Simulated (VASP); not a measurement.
A run of VASP 6.6.1:

POSCAR

```
HgPt
1.0
    2.9264350000      0.0000000000      0.0000000000
    0.0000000000      2.9264350000      0.0000000000
    0.0000000000      0.0000000000      3.9397500000
Hg Pt
1 1
Direct
    0.0000000000      0.0000000000      0.0000000000
    0.5000000000      0.5000000000      0.5000000000
```

File INCAR.step1:

```
SYSTEM = HgPt
  ALGO = Normal
  EDIFF = 1E-4
  ENCUT = 520
  GGA = PE
  ISMEAR = 0
  LASPH = .True.
  LCHARG = .False.
  LREAL = .False.
  LWAVE = .True.
  NBANDS = 18
  NELM = 60
  PREC = Accurate
  SIGMA = 0.15
```

File INCAR.step2:

```
SYSTEM = HgPt
  ALGO = Normal
  EDIFF = 1E-7
  ENCUT = 520
  ISIF = 2
  ISMEAR = 0
  ISTART = 1
  LASPH = .True.
  LCHARG = .False.
  LMIXTAU = .True.
  LREAL = .False.
  LWAVE = .False.
  METAGGA = R2SCAN
  NBANDS = 18
  NELM = 60
  PREC = Accurate
  SIGMA = 0.15
```

File KPOINTS:

```
k-points
0
Gamma
  16 16 12
  0 0 0
```

Potentials or basis: VASP PAW PBE potentials, release 64 (Hg, Pt).

The run is started by

```console
$ cat potpaw_PBE.64/Hg/POTCAR potpaw_PBE.64/Pt/POTCAR > POTCAR
$ cp INCAR.step1 INCAR
$ mpirun -np 1 vasp_std > vasp.out
$ cp INCAR.step2 INCAR
$ mpirun -np 1 vasp_std > vasp.out
```

Hardware: 1 thread of Intel Xeon 8259CL (shared host).

Task: Estimate the wall time of this run.

Result: It took 7 min on 1 thread of Intel Xeon 8259CL, with other jobs on the host, peak memory 0.32 GiB. Counts: k points 315.
